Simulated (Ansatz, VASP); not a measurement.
This is a calculation of PtSe2 for VASP 6.6.1.

Contents of INCAR:

```
SYSTEM = PtSe2
ALGO     = Normal         ! electronic algorithm
EDIFF    = 1E-6           ! SCF threshold, eV
ENCUT    = 520            ! plane-wave cutoff, eV
GGA      = PE             ! functional
ISIF     = 2              ! what is computed and relaxed
ISMEAR   = 0              ! smearing method
LASPH    = .True.         ! aspherical terms in the spheres
LCHARG   = .True.         ! write CHGCAR
LELF     = .True.         ! ELF
LREAL    = .False.        ! projectors in reciprocal space
LVHAR    = .True.       
LWAVE    = .False.        ! write WAVECAR
NBANDS   = 18             ! bands
NELM     = 60             ! most SCF steps
PREC     = Accurate       ! precision mode
SIGMA    = 0.025          ! smearing width, eV
```

Contents of KPOINTS:

```
k-points
0
Gamma
  8 8 5
  0 0 0
```

The input POSCAR:

```
PtSe2
1.0
    3.7240000000      0.0000000000      0.0000000000
   -1.8620000000      3.2250786037      0.0000000000
    0.0000000000      0.0000000000      5.0620000000
Pt Se
1 2
Direct
    0.0000000000      0.0000000000      0.0000000000
    0.6666666667      0.3333333333      0.7500000000
    0.3333333333      0.6666666667      0.2500000000
```

Potentials or basis: VASP PAW PBE potentials, release 64 (Pt, Se).

The run is started by

```console
$ cat potpaw_PBE.64/Pt/POTCAR potpaw_PBE.64/Se/POTCAR > POTCAR
$ mpirun -np 1 vasp_std > vasp.out
```

**Question.** Translate it to Ansatz 0.2.0. Potentials there: Ansatz PAW.

**Answer.** As run (the cutoff follows the program's own potentials):

The input input.yaml:

```yaml
crystal:
  lattice:
    - [3.724, 0.0, 0.0]
    - [-1.862, 3.2250786037, 0.0]
    - [0.0, 0.0, 5.062]
  atoms:
    - { symbol: Pt, position: [0.0, 0.0, 0.0] }
    - { symbol: Se, position: [0.6666666667, 0.3333333333, 0.75] }
    - { symbol: Se, position: [0.3333333333, 0.6666666667, 0.25] }
hamiltonian:
  xc: pbe
  pseudopotentials: { kind: paw }
kpoints:
  mp_grid: { grid: [8, 8, 5] }
scf:
  occupations: { method: gaussian, width: 0.025 }
output:
  forces: true
  stress: true
  eigenvalues: true
```

Potentials or basis: Ansatz PAW.

Run with:

```bash
$ ansatz run input.yaml --threads 2 --pin off --max-ram 5632MiB --backend cpu --events-out ev --progress --plain --runs-dir out
```

Both were run:

|  | VASP | Ansatz | Ansatz less VASP |
| --- | --- | --- | --- |
| gap on the k mesh at the Fermi level (eV) | none | none | - |
| pressure (GPa) | 7.3 | 7.3 | +0.01 |
| traceless stress, the component that is largest in VASP (GPa) | -1.16 | -1.15 | +0.007 |
| rms of the force components (eV/Å) | 0.271 | 0.269 | -0.0027 |

Atom by atom the forces differ by 0.003 eV/Å (rms over components). A gap of «none» marks a metal or a gap that the smearing closes. VASP's potentials hold 22 valence electrons a cell and Ansatz's 50, so a difference there can come from the potentials and not from the codes.

Neither program's run includes spin-orbit coupling.
